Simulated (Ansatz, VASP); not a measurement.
NaCl: VASP beside Ansatz

```
CELL_PARAMETERS angstrom
0.00000 2.79406 2.79406
2.79406 0.00000 2.79406
2.79406 2.79406 0.00000
ATOMIC_POSITIONS crystal
Cl 0.50000 0.50000 0.50000
Na 0.00000 0.00000 0.00000
```

Alike in both runs: task relaxation of cell and atoms; functional RPBE; dispersion D3(BJ); k mesh 8 × 8 × 8; occupations fermi-dirac, width 0.05 eV; no spin polarisation.

```csv
,VASP,Ansatz
version,VASP 6.6.1,Ansatz 0.2.0
potentials or method,"VASP PAW PBE potentials, release 64 (Cl, Na_pv), cutoff 600 eV","all-electron LAPW, scalar-relativistic"
```

Ansatz gave:

| Quantity | Value |
| --- | --- |
| relaxed volume (Å³/atom) | 17.84 |
| relaxed cell length with the largest relative difference (Å) | 3.696 |

What did VASP give for the same quantities?

Relaxed volume (Å³/atom): 17.84; relaxed cell length with the largest relative difference (Å): 3.695.

VASP's potentials were made for PBE, not for RPBE. Ansatz ran all-electron here, and VASP with PAW potentials.

Noted on VASP's run: the volume moved by over 15 % at a fixed basis, so the end points are rough. Noted on Ansatz's run: the volume moved by over 15 % at a fixed basis, so the end points are rough.
